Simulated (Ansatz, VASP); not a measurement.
# Al: VASP beside Ansatz

```
CELL_PARAMETERS angstrom
2.92149 0.00000 0.00000
-1.46074 2.53008 0.00000
0.00000 0.00000 8.85328
ATOMIC_POSITIONS crystal
Al 0.00000 0.00000 0.00000
Al 0.33333 0.66667 0.25000
Al 0.00000 0.00000 0.50000
Al 0.66667 0.33333 0.75000
```

Alike in both runs: task single point; functional PBE; dispersion D3(BJ); k mesh 18 × 18 × 6; occupations gaussian, width 0.15 eV; no spin polarisation.

|  | VASP | Ansatz |
| --- | --- | --- |
| version | VASP 6.6.1 | Ansatz 0.2.0 |
| potentials or method | VASP PAW PBE potentials, release 64 (Al), cutoff 520 eV | scalar-relativistic, plane waves, PAW |
| valence electrons in the cell | 12 | 12 |

|  | VASP | Ansatz | Ansatz less VASP |
| --- | --- | --- | --- |
| gap on the k mesh at the Fermi level (eV) | none | none | - |
| pressure (GPa) | -1.9 | -1.9 | +0.03 |
| traceless stress, the component that is largest in VASP (GPa) | 3.49 | 3.49 | +0.003 |

A gap of «none» marks a metal or a gap that the smearing closes.
